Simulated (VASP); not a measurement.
Ge:

```xyz
8
Lattice="3.4965 -3.5465 1.9501 3.5867 3.5695 -2.0665 -3.6309 3.6432 6.2507" Properties=species:S:1:pos:R:3 pbc="T T T"
Ge    1.2117    1.2659    2.0543
Ge    1.2573    1.3608    6.1826
Ge    2.3164    2.3481   -0.0435
Ge    2.1936    2.3511    4.1726
Ge    1.1922   -1.2553    1.9702
Ge   -2.3530    2.2974    4.1516
Ge    2.1948   -2.2255    3.9836
Ge   -1.3772    1.3832    6.1985
```

- Program: VASP 6.6.1
- Task: relaxation of cell and atoms
- Functional: PBE
- Potentials or basis: VASP PAW PBE potentials, release 64 (Ge_d)
- Cutoff: 600 eV
- k mesh: 4 × 4 × 4
- Occupations: gaussian, width 0.2 eV
- Spin: no spin polarisation

At the start: pressure -1.0 GPa; volume 26.00 Å³/atom.

How do energy, volume and symmetry change on relaxing?

Over 14 steps the energy falls by 28.7 meV/atom and the volume is 25.37 Å³/atom (-2.4 %); space group P1 (No. 1, to 0.1 Å) before, I4/mmm (No. 139, to 0.1 Å).

The path:
```tsv
step	energy change (eV)	largest force (eV/Å)	pressure (GPa)	volume (Å³)
1	0.0000	1.1641	-1.02	207.99
2	-0.1905	0.3877	0.00	203.03
3	-0.1929	0.3740	0.18	202.41
4	-0.2179	0.1853	0.08	202.52
5	-0.2179	0.1834	0.08	202.53
6	-0.2237	0.0827	-0.01	202.90
7	-0.2244	0.1082	-0.01	203.08
8	-0.2263	0.0584	-0.07	203.16
9	-0.2267	0.0729	-0.09	203.21
10	-0.2281	0.0436	0.03	202.76
11	-0.2283	0.0524	0.13	202.49
12	-0.2294	0.0597	-0.01	202.97
13	-0.2294	0.0662	-0.05	203.08
14	-0.2300	0.0192	-0.08	202.98
```

Final structure:
```yaml
crystal:
  lattice:
    - [3.53491, -3.53290, 2.03730]
    - [3.53211, 3.53090, -2.03601]
    - [-3.53313, 3.52622, 6.09874]
  atoms:
    - { symbol: Ge, position: [0.33859, 0.35769, 0.33985] }
    - { symbol: Ge, position: [0.83979, 0.35532, 0.83937] }
    - { symbol: Ge, position: [0.16101, 0.64427, 0.16127] }
    - { symbol: Ge, position: [0.66270, 0.64283, 0.66148] }
    - { symbol: Ge, position: [0.51605, 0.00101, 0.16080] }
    - { symbol: Ge, position: [0.01805, 0.99942, 0.66043] }
    - { symbol: Ge, position: [0.98113, 0.00041, 0.33831] }
    - { symbol: Ge, position: [0.48268, 0.99905, 0.83848] }
```
